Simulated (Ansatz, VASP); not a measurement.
## One calculation of BeS, two programs

```
Be S
1.0
     0.00000    2.38442    2.38442
     2.38442    0.00000    2.38442
     2.38442    2.38442    0.00000
Be S
1 1
Direct
  0.00000 0.00000 0.00000
  0.25000 0.25000 0.25000
```

Alike in both runs: functional r2SCAN; k mesh 10 × 10 × 10; occupations fermi-dirac, width 0.02 eV; no spin polarisation.

Ansatz relaxed the structure, and its values are those at the end. VASP's run is a single point on that final structure, the one shown.

|  | VASP | Ansatz |
| --- | --- | --- |
| version | VASP 6.6.1 | Ansatz 0.2.0 |
| potentials or method | VASP PAW PBE potentials, release 64 (Be, S), cutoff 520 eV | PAW plane waves |
| valence electrons in the cell | 8 | 8 |

|  | VASP | Ansatz | Ansatz less VASP |
| --- | --- | --- | --- |
| gap on the k mesh at the Fermi level (eV) | 3.45 | 3.44 | -0.009 |
| pressure (GPa) | 7.1 | 6.8 | -0.32 |

VASP's potentials were made for PBE, not for r2SCAN. The functional is the same, so the differences come from potentials, cutoffs and numerics. Ansatz's warnings: stress scf threshold loose.
